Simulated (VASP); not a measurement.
## GaN: single point with PBE+D3(BJ)

Crystal: GaN.

```
Ga N
1.0
     3.72040    0.00000    0.00000
     0.00000    3.72040    0.00000
     0.00000    0.00000    3.51381
Ga N
2 2
Direct
  0.50000 0.50000 0.00000
  0.00000 0.00000 0.00000
  0.50000 0.00000 0.79410
  0.00000 0.50000 0.20590
```

```
Program                : VASP 6.6.1
Task                   : single point
Functional             : PBE
Dispersion             : D3(BJ)
Potentials or basis    : VASP PAW PBE potentials, release 64 (Ga_d, N)
Cutoff                 : 520 eV
k mesh                 : 6 × 6 × 6
Occupations            : gaussian, width 0.1 eV
Spin                   : no spin polarisation
Dipole correction      : no
Further INCAR settings : ALGO = Normal; EDIFF = 1e-06; NBANDS = 26
```

The pressure is 0.4 GPa and the largest force is 0.051 eV/Å. The band gap on the k mesh is 0.53 eV, indirect (least direct gap 0.68 eV) and the dispersion energy per atom is -0.238 eV.

Forces in eV/Å, atoms in the order of the input:
```
Ga   0.000  0.000  0.000
Ga   0.000  0.000  0.000
N    0.000  0.000 -0.051
N    0.000  0.000  0.051
```

Stress tensor (GPa, compression positive):
```
 0.62  0.00  0.00
 0.00  0.62  0.00
 0.00  0.00 -0.04
```

Levels at points of the mesh, in eV from the valence-band top:
```tsv
k point	band 14	band 15	band 16	band 17	band 18	band 19	band 20	band 21	band 22	band 23
(0.00, 0.00, 0.00)	-5.15	-1.79	-1.09	-1.09	-0.15	0.53	1.12	4.40	10.08	11.36
(0.50, 0.00, 0.00)	-5.12	-3.11	-3.11	-0.67	-0.67	4.37	4.37	6.70	6.70	10.00
(0.50, 0.50, 0.00)	-7.75	-1.19	-1.19	-0.98	-0.98	5.10	5.10	7.82	7.82	9.86
(0.00, 0.00, 0.50)	-4.56	-3.34	-2.74	-1.45	-1.45	2.15	4.49	5.13	5.80	9.98
(0.50, 0.00, 0.50)	-6.05	-2.78	-2.78	-0.84	-0.84	2.67	2.67	8.15	8.15	8.23
(0.50, 0.50, 0.50)	-6.79	-3.02	-3.02	-2.79	-2.79	6.46	6.46	7.86	7.86	7.99
```

Wall time 43 s on 1 thread of AMD EPYC 7R43 64-Core Processor (Zen 3), with other jobs on the host, peak memory 0.16 GiB.

A k mesh can miss the band edges. Expect the measured gap to be larger: semilocal functionals such as PBE lack the derivative discontinuity.
